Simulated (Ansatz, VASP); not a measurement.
# H6Os in VASP and in Ansatz

```xyz
7
Lattice="0.0000 3.7276 3.7276 3.7276 0.0000 3.7276 3.7276 3.7276 0.0000" Properties=species:S:1:pos:R:3 pbc="T T T"
H     1.8638    3.7276    3.7276
H     5.5914    3.7276    3.7276
H     3.7276    1.8638    3.7276
H     3.7276    5.5914    3.7276
H     3.7276    3.7276    1.8638
H     3.7276    3.7276    5.5914
Os    0.0000    0.0000    0.0000
```

Change from the starting cell: ordered vacancies on the cation sites of rhenium trioxide (Fm-3m, No. 225).

Alike in both runs: task single point; functional PBE; k mesh 4 × 4 × 4; occupations gaussian, width 0.1 eV; no spin polarisation.

|  | VASP | Ansatz |
| --- | --- | --- |
| version | VASP 6.6.1 | Ansatz 0.2.0 |
| potentials or method | VASP PAW PBE potentials, release 64 (H, Os), cutoff 520 eV | scalar-relativistic, plane waves, PAW |
| valence electrons in the cell | 14 | 22 |

VASP gave:

```
gap on the k mesh at the Fermi level (eV) : none
pressure (GPa)                            : -10.6
```

Task: Which values does Ansatz return?

Result: gap on the k mesh at the Fermi level (eV): none; pressure (GPa): -10.5.

A gap of «none» marks a metal or a gap that the smearing closes. VASP's potentials hold 14 valence electrons a cell and Ansatz's 22, so a difference there can come from the potentials and not from the codes.

The k mesh is coarse, so the values compare programs but aren't converged. Neither program's run includes spin-orbit coupling.
